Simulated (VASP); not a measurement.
# HfN (I-4m2) in VASP: single point with PBEsol

Aim: the single point of HfN with PBEsol.

Everything below comes from runs of VASP 6.6.1. Logs are shortened: lines on timing, memory, paths and dates and some standing lists are left out, and cuts for length are marked.

### 1 The cell of the first run

The structure is tetragonal, space group I-4m2 (No. 119). The conventional cell has a = 3.442 Å, b = 3.442 Å, c = 5.050 Å, α = 90.00°, β = 90.00°, γ = 90.00°. Hf (site symmetry -4m2) has 4 N at 2.13 Å within 2.8 Å. N (site symmetry -4m2) has 4 Hf at 2.13 Å within 2.8 Å.

### 2 Single point, PBEsol (strain +0.0375 x Voigt [1, 0, 0, 0, 0, 0])

INCAR

```
SYSTEM = HfN
ALGO     = Normal         ! electronic algorithm
EDIFF    = 1E-7           ! SCF threshold, eV
ENCUT    = 520            ! plane-wave cutoff, eV
GGA      = PS             ! functional
ISIF     = 2              ! what is computed and relaxed
ISMEAR   = 0              ! smearing method
LASPH    = .True.         ! aspherical terms in the spheres
LCHARG   = .False.        ! write CHGCAR
LREAL    = .False.        ! projectors in reciprocal space
LWAVE    = .False.        ! write WAVECAR
NBANDS   = 14             ! bands
NELM     = 60             ! most SCF steps
PREC     = Accurate       ! precision mode
SIGMA    = 0.15           ! smearing width, eV
```

KPOINTS

```
k-points
0
Gamma
  22 22 22
  0 0 0
```

POSCAR

```
HfN
1.0
    0.0000000000      2.4335340893      2.4335340893
    2.5247916176      0.0000000000      2.4335340893
    2.5247916176      2.4335340893      0.0000000000
Hf N
1 1
Direct
    0.0000000000      0.0000000000      0.0000000000
    0.7500000000      0.7500000000      0.7500000000
```

Potentials or basis: VASP PAW PBE potentials, release 64 (Hf_pv, N).

Command:

```bash
cat potpaw_PBE.64/Hf_pv/POTCAR potpaw_PBE.64/N/POTCAR > POTCAR
mpirun -np 1 vasp_std > vasp.out
```

OUTCAR:

```text
SYSTEM = HfN
   EDIFF = 1E-7
   ENCUT = 520
   GGA = PS
   ISIF = 2
   ISMEAR = 0
   LASPH = .True.
   LREAL = .False.
   NELM = 60
   PREC = Accurate

 ion  position               nearest neighbor table
   1  0.000  0.000  0.000-   2 2.13   2 2.13   2 2.13   2 2.13
   2  0.750  0.750  0.750-   1 2.13   1 2.13   1 2.13   1 2.13

  LATTYP: Found a body centered tetragonal cell.
 ALAT       =     3.4415369136
 C/A-ratio  =     1.4672465709

  Lattice vectors:

 A1 = (   2.5247916176,   0.0000000000,   2.4335340893)
 A2 = (   2.5247916176,   0.0000000000,  -2.4335340893)
 A3 = (  -2.5247916176,   2.4335340893,   0.0000000000)

Analysis of symmetry for initial positions (statically):
=====================================================================
 Subroutine PRICEL returns:
 Original cell was already a primitive cell.

 Routine SETGRP: Setting up the symmetry group for a
 body centered tetragonal supercell.

 Subroutine GETGRP returns: Found  8 space group operations
 (whereof  8 operations were pure point group operations)
 out of a pool of 16 trial point group operations.

The static configuration has the point symmetry D_2d.

Analysis of symmetry for dynamics (positions and initial velocities):
=====================================================================
 Subroutine PRICEL returns:
 Original cell was already a primitive cell.

 Routine SETGRP: Setting up the symmetry group for a
 body centered tetragonal supercell.

 Subroutine GETGRP returns: Found  8 space group operations
 (whereof  8 operations were pure point group operations)
 out of a pool of 16 trial point group operations.

The dynamic configuration has the point symmetry D_2d.

 Subroutine INISYM returns: Found  8 space group operations
 (whereof  8 operations are pure point group operations),
 and found     1 'primitive' translations

----------------------------------------------------------------------------------------

                                     Primitive cell

  volume of cell :      29.9041

  direct lattice vectors                    reciprocal lattice vectors
     0.000000000  2.433534089  2.433534089    -0.198036145  0.205462501  0.205462501
     2.524791618  0.000000000  2.433534089     0.198036145 -0.205462501  0.205462501
     2.524791618  2.433534089  0.000000000     0.198036145  0.205462501 -0.205462501

  length of vectors
     3.441536914  3.506659504  3.506659504     0.351636166  0.351636166  0.351636166

  position of ions in fractional coordinates (direct lattice)
     0.000000000  0.000000000  0.000000000
     0.750000000  0.750000000  0.750000000

  ion indices of the primitive-cell ions
   primitive index   ion index
                 1           1
                 2           2

----------------------------------------------------------------------------------------

 KPOINTS: k-points

Automatic generation of k-mesh.
 Grid dimensions read from file:
 generate k-points for:   22   22   22

 Generating k-lattice:

  Cartesian coordinates                     Fractional coordinates (reciprocal lattice)
    -0.009001643  0.009339205  0.009339205     0.045454545 -0.000000000 -0.000000000
     0.009001643 -0.009339205  0.009339205     0.000000000  0.045454545  0.000000000
     0.009001643  0.009339205 -0.009339205     0.000000000  0.000000000  0.045454545

  Length of vectors
     0.015983462  0.015983462  0.015983462

  Shift w.r.t. Gamma in fractional coordinates (k-lattice)
     0.000000000  0.000000000  0.000000000

 Subroutine IBZKPT returns following result:
 ===========================================

 Found    834 irreducible k-points:

 Following reciprocal coordinates:
            Coordinates               Weight
  0.000000  0.000000  0.000000      1.000000
  0.045455  0.000000  0.000000      8.000000
  0.090909  0.000000  0.000000      8.000000
  0.136364  0.000000  0.000000      8.000000
  0.181818  0.000000  0.000000      8.000000
  0.227273  0.000000  0.000000      8.000000
[... 16 lines left out ...]
  0.500000  0.045455  0.000000     16.000000
 -0.454545  0.045455 -0.000000     16.000000
 [... further k-points ...]
   k-points           NKPTS =    834   k-points in BZ     NKDIM =    834   number of bands    NBANDS=     14
   number of dos      NEDOS =    301   number of ions     NIONS =      2
   total plane-waves  NPLWV =  21952
   dimension x,y,z NGX =    28 NGY =   28 NGZ =   28
   dimension x,y,z NGXF=    56 NGYF=   56 NGZF=   56
   ions per type =               1   1
   NGX,Y,Z   is equivalent  to a cutoff of  13.53, 13.27, 13.27 a.u.
   NGXF,Y,Z  is equivalent  to a cutoff of  27.05, 26.55, 26.55 a.u.
 SYSTEM =  HfN
   PREC   = accura    normal or accurate (medium, high low for compatibility)
   ISTART =      0    job   : 0-new  1-cont  2-samecut
   ICHARG =      2    charge: 1-file 2-atom 10-const
   ISPIN  =      1    spin polarized calculation?
   LNONCOLLINEAR =      F non collinear calculations
   LSORBIT =      F    spin-orbit coupling
   LASPH  =      T    aspherical Exc in radial PAW
   ENCUT  =  520.0 eV  38.22 Ry    6.18 a.u.   6.40  6.52  6.52*2*pi/ulx,y,z
   NELM   =     60;   NELMIN=  2; NELMDL= -5     # of ELM steps
   EDIFF  = 0.1E-06   stopping-criterion for ELM
   LREAL  =      F    real-space projection
   EDIFFG = 0.1E-05   stopping-criterion for IOM
   NSW    =      0    number of steps for IOM
   IBRION =     -1    ionic relax: 0-MD 1-quasi-New 2-CG
   NFREE  =      0    steps in history (QN), initial steepest desc. (CG)
   ISIF   =      2    stress and relaxation
   ISYM   =      2    0-nonsym 1-usesym 2-fastsym
   POTIM  = 0.5000    time-step for ionic-motion
   TEBEG  =    0.0;   TEEND  =   0.0 temperature during run
   PSTRESS=    0.0 pullay stress
   NELECT =      15.0000    total number of electrons
   NUPDOWN=      -1.0000    fix difference up-down
   EMIN   =  10.00;   EMAX   =-10.00  energy-range for DOS
   EFERMI =   0.00;   METHOD = LEGACY
   ISMEAR =     0;   SIGMA  =   0.15  broadening in eV -4-tet -1-fermi 0-gaus
   EFERMI_NEDOS =   21; number of points for ismear=-14 and -15
   IALGO  =     38    algorithm
   IMIX   =      4    mixing-type and parameters
     AMIX     =   0.40;   BMIX     =  1.00
     AMIX_MAG =   1.60;   BMIX_MAG =  1.00
  volume/ion in A,a.u.               =      14.95       100.90
  Fermi-wavevector in a.u.,A,eV,Ry     =   1.300754  2.458068 23.020521  1.691961
  Thomas-Fermi vector in A             =   2.431932
   LORBIT       =      0    0 simple, 1 ext, 2 COOP (PROOUT), +10 PAW based schemes
   GGA     = PS    functional components
   LHFCALC =     F    Hartree Fock is set to
   AEXX    =    0.0000 exact exchange contribution
   IVDW    =     0    specifies the selected vdW correction
   LEPSILON=     F    determine dielectric tensor
   LRPA    =     F    only Hartree local field effects (RPA)
 non-spin polarized calculation
 Gauss-broadening in eV      SIGMA  =   0.15
  energy-cutoff  :      520.00
  volume of cell :       29.90
 maximum number of plane-waves:       823
 NGX is ok and might be reduce to    28
   NGX = 13   NGY = 13   NGZ = 13

 number of electron      15.0000000 magnetization

 Free energy of the ion-electron system (eV)
  ---------------------------------------------------
  ext. energy  EPLUGINS =         0.00000000
  ---------------------------------------------------
  free energy    TOTEN  =       -22.22929747 eV

  energy without entropy =      -22.22187821  energy(sigma->0) =      -22.22558784

 E-fermi :   5.5307     XC(G=0): -11.3467

 val. band max:        5.5290205537   @ k =  -0.2273   0.2273   0.1818
 cond. band min:       5.5346790873   @ k =  -0.4091   0.2273   0.0455
 fundamental gap:      0.0056585336
 Fermi energy:         5.5307269584

 k-point     1 :       0.0000    0.0000    0.0000
  band No.  band energies     occupation
      1     -25.5769      2.00000
      2     -25.5769      2.00000
      3     -25.5721      2.00000
      4     -10.5216      2.00000
      5       0.0582      2.00000
      6       0.1641      2.00000
      7       0.1641      2.00000
      8       4.7559      2.00000
      9       7.4707      0.00000
     10       7.9265      0.00000
     11      11.6341      0.00000
     12      12.2252      0.00000
     13      12.2252      0.00000
     14      17.7790      0.00000

 k-point     2 :       0.0455    0.0000    0.0000
  band No.  band energies     occupation
      1     -25.5856      2.00000
      2     -25.5779      2.00000
      3     -25.5745      2.00000
      4     -10.4969      2.00000
      5       0.0409      2.00000
      6       0.1432      2.00000
      7       0.1801      2.00000
      8       4.8740      2.00000
      9       7.4388      0.00000
     10       7.8839      0.00000
     11      11.6544      0.00000
     12      12.2014      0.00000
     13      12.2748      0.00000
     14      17.7732      0.00000

 k-point     3 :       0.0909    0.0000    0.0000
  band No.  band energies     occupation
      1     -25.6134      2.00000
      2     -25.5810      2.00000
      3     -25.5790      2.00000
      4     -10.4253      2.00000
      5      -0.0684      2.00000
      6       0.1590      2.00000
      7       0.2262      2.00000
      8       5.2002      1.99817
      9       7.3584      0.00000
     10       7.7729      0.00000
     11      11.6461      0.00000
     12      12.1916      0.00000
     13      12.3970      0.00000
     14      17.3524      0.00000
[... 324 lines left out ...]
 k-point    23 :       0.5000    0.0455    0.0000
  band No.  band energies     occupation
      1     -26.0244      2.00000
      2     -25.6458      2.00000
      3     -25.6327      2.00000
      4      -9.4332      2.00000
      5      -0.1748      2.00000
      6       0.6130      2.00000
      7       0.7892      2.00000
      8       6.9417      0.00000
      9       8.0483      0.00000
     10       8.2378      0.00000
     11       9.7466      0.00000
     12      10.7589      0.00000
     13      10.8810      0.00000
     14      14.7613      0.00000

 k-point    24 :      -0.4545    0.0455   -0.0000
  band No.  band energies     occupation
      1     -26.0210      2.00000
      2     -25.6453      2.00000
      3     -25.6326      2.00000
      4      -9.4392      2.00000
      5      -0.1828      2.00000
      6       0.6092      2.00000
      7       0.7875      2.00000
      8       6.9616      0.00000
      9       8.0410      0.00000
     10       8.1504      0.00000
     11       9.7795      0.00000
     12      10.8102      0.00000
     13      10.9348      0.00000
     14      14.7022      0.00000

 [... further k-points ...]
[... 5 lines left out ...]
  --------------------------------------------------------------------------------------
  -------------------------------------------------------------------------------------
  Total       -2.2067577     -1.1105333     -1.1105333     -0.0000000      0.0000000     -0.0000000
  in kB     -118.2319434    -59.4992859    -59.4992859     -0.0000000      0.0000000     -0.0000000
  external PRESSURE =     -79.0768384 kB  Pullay stress =       0.0000000 kB

 VOLUME and BASIS-vectors are now :
 -----------------------------------------------------------------------------
  energy-cutoff  :      520.00
  volume of cell :       29.90
      direct lattice vectors                 reciprocal lattice vectors
     0.000000000  2.433534089  2.433534089    -0.198036145  0.205462501  0.205462501
     2.524791618  0.000000000  2.433534089     0.198036145 -0.205462501  0.205462501
     2.524791618  2.433534089  0.000000000     0.198036145  0.205462501 -0.205462501

 POSITION                                       TOTAL-FORCE (eV/Angst)
 -----------------------------------------------------------------------------------
      0.00000      0.00000      0.00000         0.000000      0.000000      0.000000
      3.78719      3.65030      3.65030        -0.000000     -0.000000     -0.000000
 -----------------------------------------------------------------------------------
    total drift:                                0.000000      0.000000      0.000000

  FREE ENERGIE OF THE ION-ELECTRON SYSTEM (eV)
  ---------------------------------------------------
  free  energy   TOTEN  =       -22.2292974676 eV

  energy  without entropy=      -22.2218782125  energy(sigma->0) =      -22.22558784
```

It took 2.3 min on 1 thread of Intel Xeon 6975P-C (Granite Rapids), shared host; peak memory 0.46 GiB.

Results:

```
Free energy            : -22.2293 eV
Pressure               : -7.9 GPa
Band gap on the k mesh : zero (an odd number of electrons rules out a gap without spin polarisation)
```

Caveat: the cell differs from its parent crystal (strain +0.0375 x Voigt [1, 0, 0, 0, 0, 0]); the cell stands under tension; the PAW data sets were made with another functional, which shifts forces and pressure a little; spin-orbit coupling is left out, which moves the levels of the heavy elements.
